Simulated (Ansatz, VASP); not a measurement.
# Two plane-wave programs on TiTe2

```
Ti Te
1.0
     4.84388    0.00000    0.00000
     0.00000    4.84388    0.00000
     0.00000    0.00000    7.04444
Ti Te
2 4
Direct
  0.00000 0.00000 0.00000
  0.50000 0.50000 0.50000
  0.00000 0.50000 0.29751
  0.00000 0.50000 0.79751
  0.50000 0.00000 0.70249
  0.50000 0.00000 0.20249
```

Alike in both runs: functional PBE; k mesh 8 × 8 × 6; occupations gaussian, width 0.1 eV; no spin polarisation.

Ansatz relaxed the structure, and its values are those at the end. VASP's run is a single point on that final structure, the one shown.

|  | VASP | Ansatz |
| --- | --- | --- |
| version | VASP 6.6.1 | Ansatz 0.2.0 |
| potentials or method | VASP PAW PBE potentials, release 64 (Ti_sv, Te), cutoff 520 eV | scalar-relativistic, plane waves, PAW |
| valence electrons in the cell | 48 | 88 |

```csv
,VASP,Ansatz,Ansatz less VASP
gap on the k mesh at the Fermi level (eV),none,none,-
pressure (GPa),0.0,0.0,+0.01
rms of the force components (eV/Å),0.004,0.002,-0.0021
```

A gap of «none» marks a metal or a gap that the smearing closes. The functional is the same, so the differences come from potentials, cutoffs and numerics. VASP's potentials hold 48 valence electrons a cell and Ansatz's 88, so a difference there can come from the potentials and not from the codes.

Neither program's run includes spin-orbit coupling.
